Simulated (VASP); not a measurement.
# Al3Co4H in VASP: relaxation of the atoms with PBEsol

Aim: the relaxation of the atoms of Al3Co4H with PBEsol.

Everything below comes from runs of VASP 6.6.1. Logs are shortened: lines on timing, memory, paths and dates and some standing lists are left out, and cuts for length are marked.

## (1) The cell of the first run

The cell holds a slab with vacuum, 8 atoms: a = 2.823 Å, b = 2.823 Å, c = 27.468 Å, α = 90.00°, β = 90.00°, γ = 90.00°.

## (2) Relaxation of the atoms, PBEsol

Input file INCAR:

```
SYSTEM = Al3Co4H
PREC     = Accurate       ! precision mode
ENCUT    = 520            ! plane-wave cutoff, eV
EDIFF    = 1E-6           ! SCF threshold, eV
ISMEAR   = 0              ! smearing method
SIGMA    = 0.1            ! smearing width, eV
LREAL    = .FALSE.        ! projectors in reciprocal space
LASPH    = .TRUE.         ! aspherical terms in the spheres
NELM     = 80             ! most SCF steps
ALGO     = Fast           ! electronic algorithm
ISIF     = 2              ! what is computed and relaxed
LWAVE    = .FALSE.        ! write WAVECAR
LCHARG   = .FALSE.        ! write CHGCAR
LDIPOL   = .TRUE.       
IDIPOL   = 3            
DIPOL    = 0.5 0.5 0.483
GGA      = PS             ! functional
IBRION   = 2              ! ionic algorithm
NSW      = 90             ! ionic steps
EDIFFG   = -0.03          ! ionic threshold
```

Input file KPOINTS:

```
regular mesh
0
G
  10 10 1
  0 0 0
```

Input file POSCAR:

```
Al3Co4H
1.0
    2.8225855360      0.0000000000      0.0000000000
    0.0000000000      2.8225855360      0.0000000000
    0.0000000000      0.0000000000     27.4677566081
Co Al H
4 3 1
Selective dynamics
Direct
    0.5000000000      0.5000000000      0.3094537396  F F F
    0.5000000000      0.5000000000      0.4122136983  F F F
    0.5000000000      0.5000000000      0.5138768468  T T T
    0.5000000000      0.5000000000      0.6131193385  T T T
    0.0000000000      0.0000000000      0.3608337189  F F F
    0.0000000000      0.0000000000      0.4634654976  T T T
    0.0000000000      0.0000000000      0.5671757012  T T T
    0.0000000000      0.0000000000      0.6225849823  T T T
```

Potentials or basis: VASP PAW PBE potentials, release 64 (Co, Al, H).

Command:

```bash
$ cat potpaw_PBE.64/Co/POTCAR potpaw_PBE.64/Al/POTCAR potpaw_PBE.64/H/POTCAR > POTCAR
$ mpirun -np 1 vasp_std > vasp.out
```

OUTCAR:

```text
SYSTEM = Al3Co4H
   PREC = Accurate
   ENCUT = 520
   EDIFF = 1E-6
   ISMEAR = 0
   LREAL = .FALSE.
   LASPH = .TRUE.
   NELM = 80
   ISIF = 2
   GGA = PS
   IBRION = 2
   NSW = 90
   EDIFFG = -0.03

 ion  position               nearest neighbor table
   1  0.500  0.500  0.309-   5 2.44   5 2.44   5 2.44   5 2.44   2 2.82
   2  0.500  0.500  0.412-   6 2.44   6 2.44   6 2.44   6 2.44   5 2.44   5 2.44   5 2.44   5 2.44
                             3 2.79   1 2.82
   3  0.500  0.500  0.514-   6 2.43   6 2.43   6 2.43   6 2.43   7 2.48   7 2.48   7 2.48   7 2.48
                             4 2.73   2 2.79
   4  0.500  0.500  0.613-   7 2.36   7 2.36   7 2.36   7 2.36   3 2.73
   5  0.000  0.000  0.361-   1 2.44   1 2.44   1 2.44   1 2.44   2 2.44   2 2.44   2 2.44   2 2.44
                             6 2.82
   6  0.000  0.000  0.463-   3 2.43   3 2.43   3 2.43   3 2.43   2 2.44   2 2.44   2 2.44   2 2.44
                             5 2.82   7 2.85
   7  0.000  0.000  0.567-   8 1.52   4 2.36   4 2.36   4 2.36   4 2.36   3 2.48   3 2.48   3 2.48
                             3 2.48   6 2.85
   8  0.000  0.000  0.623-   7 1.52

  LATTYP: Found a simple tetragonal cell.
 ALAT       =     2.8225855360
 C/A-ratio  =     9.7314169076

  Lattice vectors:

 A1 = (   2.8225855360,   0.0000000000,   0.0000000000)
 A2 = (   0.0000000000,   2.8225855360,   0.0000000000)
 A3 = (   0.0000000000,   0.0000000000,  27.4677566081)

Analysis of symmetry for initial positions (statically):
=====================================================================
 Subroutine PRICEL returns:
 Original cell was already a primitive cell.

 Routine SETGRP: Setting up the symmetry group for a
 simple tetragonal supercell.

 Subroutine GETGRP returns: Found  8 space group operations
 (whereof  8 operations were pure point group operations)
 out of a pool of 16 trial point group operations.

The static configuration has the point symmetry C_4v.

Analysis of symmetry for dynamics (positions and initial velocities):
=====================================================================
 Subroutine PRICEL returns:
 Original cell was already a primitive cell.

 Routine SETGRP: Setting up the symmetry group for a
 simple tetragonal supercell.

 Subroutine GETGRP returns: Found  8 space group operations
 (whereof  8 operations were pure point group operations)
 out of a pool of 16 trial point group operations.

The dynamic configuration has the point symmetry C_4v.

Analysis of constrained symmetry for selective dynamics:
=====================================================================
 Subroutine PRICEL returns:
 Original cell was already a primitive cell.

 Routine SETGRP: Setting up the symmetry group for a
 simple tetragonal supercell.

 Subroutine GETGRP returns: Found  8 space group operations
 (whereof  8 operations were pure point group operations)
 out of a pool of 16 trial point group operations.

The constrained configuration has the point symmetry C_4v.

 Subroutine INISYM returns: Found  8 space group operations
 (whereof  8 operations are pure point group operations),
 and found     1 'primitive' translations

----------------------------------------------------------------------------------------

                                     Primitive cell

  volume of cell :     218.8353

  direct lattice vectors                    reciprocal lattice vectors
     2.822585536  0.000000000  0.000000000     0.354285100  0.000000000  0.000000000
     0.000000000  2.822585536  0.000000000     0.000000000  0.354285100  0.000000000
     0.000000000  0.000000000 27.467756608     0.000000000  0.000000000  0.036406322

  length of vectors
     2.822585536  2.822585536 27.467756608     0.354285100  0.354285100  0.036406322

  position of ions in fractional coordinates (direct lattice)
     0.500000000  0.500000000  0.309453740
     0.500000000  0.500000000  0.412213698
     0.500000000  0.500000000  0.513876847
     0.500000000  0.500000000  0.613119338
     0.000000000  0.000000000  0.360833719
     0.000000000  0.000000000  0.463465498
     0.000000000  0.000000000  0.567175701
     0.000000000  0.000000000  0.622584982

  ion indices of the primitive-cell ions
   primitive index   ion index
                 1           1
                 2           2
                 3           3
                 4           4
                 5           5
                 6           6
                 7           7
                 8           8

----------------------------------------------------------------------------------------

 KPOINTS: regular mesh

Automatic generation of k-mesh.
 Grid dimensions read from file:
 generate k-points for:   10   10    1

 Generating k-lattice:

  Cartesian coordinates                     Fractional coordinates (reciprocal lattice)
     0.035428510  0.000000000  0.000000000     0.100000000  0.000000000  0.000000000
     0.000000000  0.035428510  0.000000000     0.000000000  0.100000000  0.000000000
     0.000000000  0.000000000  0.036406322     0.000000000  0.000000000  1.000000000

  Length of vectors
     0.035428510  0.035428510  0.036406322

  Shift w.r.t. Gamma in fractional coordinates (k-lattice)
     0.000000000  0.000000000  0.000000000

 Subroutine IBZKPT returns following result:
 ===========================================

 Found     21 irreducible k-points:

 Following reciprocal coordinates:
            Coordinates               Weight
  0.000000  0.000000  0.000000      1.000000
  0.100000  0.000000  0.000000      4.000000
  0.200000  0.000000  0.000000      4.000000
  0.300000  0.000000  0.000000      4.000000
  0.400000  0.000000  0.000000      4.000000
  0.500000  0.000000  0.000000      2.000000
[... 13 lines left out ...]
  0.500000  0.400000  0.000000      4.000000
  0.500000  0.500000  0.000000      1.000000
   k-points           NKPTS =     21   k-points in BZ     NKDIM =     21   number of bands    NBANDS=     28
   number of dos      NEDOS =    301   number of ions     NIONS =      8
   total plane-waves  NPLWV = 120960
   dimension x,y,z NGX =    24 NGY =   24 NGZ =  210
   dimension x,y,z NGXF=    48 NGYF=   48 NGZF=  420
   ions per type =               4   3   1
   NGX,Y,Z   is equivalent  to a cutoff of  14.14, 14.14, 12.71 a.u.
   NGXF,Y,Z  is equivalent  to a cutoff of  28.27, 28.27, 25.42 a.u.
 SYSTEM =  Al3Co4H
   PREC   = accura    normal or accurate (medium, high low for compatibility)
   ISTART =      0    job   : 0-new  1-cont  2-samecut
   ICHARG =      2    charge: 1-file 2-atom 10-const
   ISPIN  =      1    spin polarized calculation?
   LNONCOLLINEAR =      F non collinear calculations
   LSORBIT =      F    spin-orbit coupling
   LASPH  =      T    aspherical Exc in radial PAW
   ENCUT  =  520.0 eV  38.22 Ry    6.18 a.u.   5.25  5.25 51.07*2*pi/ulx,y,z
   NELM   =     80;   NELMIN=  2; NELMDL= -5     # of ELM steps
   EDIFF  = 0.1E-05   stopping-criterion for ELM
   LREAL  =      F    real-space projection
   EDIFFG = -.3E-01   stopping-criterion for IOM
   NSW    =     90    number of steps for IOM
   IBRION =      2    ionic relax: 0-MD 1-quasi-New 2-CG
   NFREE  =      1    steps in history (QN), initial steepest desc. (CG)
   ISIF   =      2    stress and relaxation
   ISYM   =      2    0-nonsym 1-usesym 2-fastsym
   POTIM  = 0.5000    time-step for ionic-motion
   TEBEG  =    0.0;   TEEND  =   0.0 temperature during run
   PSTRESS=    0.0 pullay stress
   NELECT =      46.0000    total number of electrons
   NUPDOWN=      -1.0000    fix difference up-down
   EMIN   =  10.00;   EMAX   =-10.00  energy-range for DOS
   EFERMI =   0.00;   METHOD = LEGACY
   ISMEAR =     0;   SIGMA  =   0.10  broadening in eV -4-tet -1-fermi 0-gaus
   EFERMI_NEDOS =   21; number of points for ismear=-14 and -15
   IALGO  =     68    algorithm
   IMIX   =      4    mixing-type and parameters
     AMIX     =   0.40;   BMIX     =  1.00
     AMIX_MAG =   1.60;   BMIX_MAG =  1.00
  volume/ion in A,a.u.               =      27.35       184.60
  Fermi-wavevector in a.u.,A,eV,Ry     =   0.973393  1.839446 12.891443  0.947494
  Thomas-Fermi vector in A             =   2.103769
   LORBIT       =      0    0 simple, 1 ext, 2 COOP (PROOUT), +10 PAW based schemes
   GGA     = PS    functional components
   LHFCALC =     F    Hartree Fock is set to
   AEXX    =    0.0000 exact exchange contribution
   IVDW    =     0    specifies the selected vdW correction
   LEPSILON=     F    determine dielectric tensor
   LRPA    =     F    only Hartree local field effects (RPA)
 conjugate gradient relaxation of ions
 non-spin polarized calculation
 RMM-DIIS sequential band-by-band and
 Gauss-broadening in eV      SIGMA  =   0.10
  energy-cutoff  :      520.00
  volume of cell :      218.84
 maximum number of plane-waves:      5967
 NGX is ok and might be reduce to    24
   NGX = 11   NGY = 11   NGZ =103

--------------------------------------- Ionic step        1  -------------------------------------------

 number of electron      45.9999985 magnetization

 Free energy of the ion-electron system (eV)
  ---------------------------------------------------
  ext. energy  EPLUGINS =         0.00000000
  ---------------------------------------------------
  free energy    TOTEN  =       -46.52628898 eV

  energy without entropy =      -46.48478242  energy(sigma->0) =      -46.50553570

------------------------ aborting loop because EDIFF is reached ----------------------------------------

  FORCE on cell =-STRESS in cart. coord.  units (eV):
  Direction    XX          YY          ZZ          XY          YZ          ZX
  --------------------------------------------------------------------------------------
  -------------------------------------------------------------------------------------
  Total       -4.2844268     -4.2844268      4.9520970      0.0000000     -0.0000000      0.0000000
  in kB      -31.3679326    -31.3679326     36.2562021      0.0000000     -0.0000000      0.0000000
  external PRESSURE =      -8.8265543 kB  Pullay stress =       0.0000000 kB
[... 107 lines left out ...]
  FREE ENERGIE OF THE ION-ELECTRON SYSTEM (eV)
  ---------------------------------------------------
  free  energy   TOTEN  =       -46.9521676997 eV

  energy  without entropy=      -46.9111093343  energy(sigma->0) =      -46.93163852

 vacuum level on the upper side and lower side of the slab       (xc-potential included)        -0.014        -0.292

 dipolmoment           0.000000      0.000000     -0.027530 electrons x Angstroem

[... ionic steps 4 to 12 ...]

--------------------------------------- Ionic step       13  -------------------------------------------

 number of electron      45.9999983 magnetization

------------------------ aborting loop because EDIFF is reached ----------------------------------------
[... 79 lines left out ...]
--------------------------------------- Ionic step       15  -------------------------------------------

 number of electron      45.9999984 magnetization

 dipolmoment           0.000000      0.000000      0.014064 electrons x Angstroem

 Free energy of the ion-electron system (eV)
  ---------------------------------------------------
  ext. energy  EPLUGINS =         0.00000000
  ---------------------------------------------------
  free energy    TOTEN  =       -47.02941852 eV

  energy without entropy =      -46.98589875  energy(sigma->0) =      -47.00765864

 E-fermi :   0.8851     XC(G=0):  -5.4354

 val. band max:        0.8830453892   @ k =   0.1000   0.0000   0.0000
 cond. band min:       0.8982899594   @ k =   0.1000   0.1000   0.0000
 fundamental gap:      0.0152445703
 Fermi energy:         0.8850709092

 k-point     1 :       0.0000    0.0000    0.0000
  band No.  band energies     occupation
      1      -9.9409      2.00000
      2      -9.0745      2.00000
      3      -7.6646      2.00000
      4      -5.7990      2.00000
      5      -3.7931      2.00000
      6      -2.3477      2.00000
[... 640 lines left out ...]
     27       3.5141      0.00000
     28       3.6006      0.00000

------------------------ aborting loop because EDIFF is reached ----------------------------------------

 vacuum level on the upper side and lower side of the slab       (xc-potential included)         0.148        -0.164

  FORCE on cell =-STRESS in cart. coord.  units (eV):
  Direction    XX          YY          ZZ          XY          YZ          ZX
  --------------------------------------------------------------------------------------
  -------------------------------------------------------------------------------------
  Total       -5.6862160     -5.6862160     -0.8496427      0.0000000      0.0000000      0.0000000
  in kB      -41.6309692    -41.6309692     -6.2205603      0.0000000      0.0000000      0.0000000
  external PRESSURE =     -29.8274995 kB  Pullay stress =       0.0000000 kB
[... 23 lines left out ...]
  FREE ENERGIE OF THE ION-ELECTRON SYSTEM (eV)
  ---------------------------------------------------
  free  energy   TOTEN  =       -47.0294185172 eV

  energy  without entropy=      -46.9858987534  energy(sigma->0) =      -47.00765864

 reached required accuracy - stopping structural energy minimisation

 vacuum level on the upper side and lower side of the slab         5.751         5.434
```

Wall time 59 min (1 thread of Oxide Virtual Turin-like, shared host); peak memory 0.41 GiB.

What came out:

```
Free energy               : -47.0294 eV
Energy gained by relaxing : 62.9 meV/atom
Ionic steps               : 15
Band gap on the k mesh    : zero (bands 23 and 24 overlap by 0.85 eV)
```

The path:
```tsv
step	energy change (eV)	largest force on free atoms (eV/Å)	pressure (GPa)
1	0.0000	3.7925	-0.88
2	-0.4053	1.2146	-1.86
3	-0.4259	0.5716	-1.81
4	-0.4602	0.4282	-1.91
5	-0.4786	0.2381	-2.00
6	-0.4787	0.2294	-1.98
7	-0.4837	0.1042	-2.07
8	-0.4849	0.2039	-2.14
9	-0.4884	0.1619	-2.22
10	-0.4961	0.1286	-2.44
11	-0.4983	0.2231	-2.87
12	-0.4995	0.1885	-2.74
13	-0.5025	0.0681	-2.89
14	-0.5027	0.0721	-2.93
15	-0.5031	0.0114	-2.98
```

Final structure:
```
Co Al H
1.0
     2.82259    0.00000    0.00000
     0.00000    2.82259    0.00000
     0.00000    0.00000   27.46776
Co Al H
4 3 1
Direct
  0.50000 0.50000 0.30945
  0.50000 0.50000 0.41221
  0.50000 0.50000 0.51473
  0.50000 0.50000 0.61823
  0.00000 0.00000 0.36083
  0.00000 0.00000 0.46352
  0.00000 0.00000 0.56658
  0.00000 0.00000 0.63525
```

Caveat: the PAW data sets were made with another functional, which shifts forces and pressure a little; the run has no spin polarisation, though such a crystal can be magnetic. Spin polarisation is off, so any magnetic state and its effect on volume and gap are missing.
